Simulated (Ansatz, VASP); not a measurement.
## One calculation of Cd2HgO3, two programs

Contents of INCAR:

```
SYSTEM = Cd2HgO3
PREC = Accurate ; ENCUT = 520
EDIFF = 1E-7 ; ISMEAR = 0
SIGMA = 0.1 ; LREAL = .FALSE.
LASPH = .TRUE. ; NELM = 100
ALGO = Normal ; ISIF = 2
LWAVE = .FALSE. ; LCHARG = .FALSE.
GGA = PE ; NBANDS = 36
```

The input KPOINTS:

```
regular mesh
0
G
  6 6 2
  0 0 0
```

File POSCAR:

```
Cd2HgO3
1.0
    3.4041280000      0.0000000000      0.0000000000
   -1.7020640000      2.9480613000      0.0000000000
    0.0000000000      0.0000000000      8.3737292000
Cd Hg O
2 1 3
Direct
    0.3333333000      0.6666667000      0.6629870000
    0.6666667000      0.3333333000      0.3370130000
    0.0000000000      0.0000000000      0.0000000000
    0.6666667000      0.3333333000      0.8217770000
    0.0000000000      0.0000000000      0.5000000000
    0.3333333000      0.6666667000      0.1782230000
```

Input for Ansatz:

```yaml
crystal:
  lattice:
    - [3.404128, 0.0, 0.0]
    - [-1.702064, 2.9480613, 0.0]
    - [0.0, 0.0, 8.3737292]
  atoms:
    - { symbol: Cd, position: [0.3333333, 0.6666667, 0.662987] }
    - { symbol: Cd, position: [0.6666667, 0.3333333, 0.337013] }
    - { symbol: Hg, position: [0.0, 0.0, 0.0] }
    - { symbol: O, position: [0.6666667, 0.3333333, 0.821777] }
    - { symbol: O, position: [0.0, 0.0, 0.5] }
    - { symbol: O, position: [0.3333333, 0.6666667, 0.178223] }
basis:
  ecutwfc: 420
kpoints:
  mp_grid: { grid: [6, 6, 2] }
hamiltonian:
  xc: pbe
scf:
  occupations: { method: gaussian, width: 0.1 }
  lower_state_search: "off"
output:
  forces: true
  stress: true
  eigenvalues: true
```

Alike in both runs: task single point; functional PBE; k mesh 6 × 6 × 2; occupations gaussian, width 0.1 eV; no spin polarisation.

```csv
,VASP,Ansatz
version,VASP 6.6.1,Ansatz 0.2.0
potentials or method,"VASP PAW PBE potentials, release 64 (Cd, Hg, O), cutoff 520 eV","scalar-relativistic, plane waves, PAW"
valence electrons in the cell,54,78
```

|  | VASP | Ansatz | Ansatz less VASP |
| --- | --- | --- | --- |
| gap on the k mesh at the Fermi level (eV) | none | none | - |
| pressure (GPa) | 1.1 | 0.0 | -1.08 |

A gap of «none» marks a metal or a gap that the smearing closes. VASP's potentials hold 54 valence electrons a cell and Ansatz's 78, so a difference there can come from the potentials and not from the codes.

The k mesh is coarse, so the values compare programs but aren't converged. Spin-orbit coupling is off throughout.
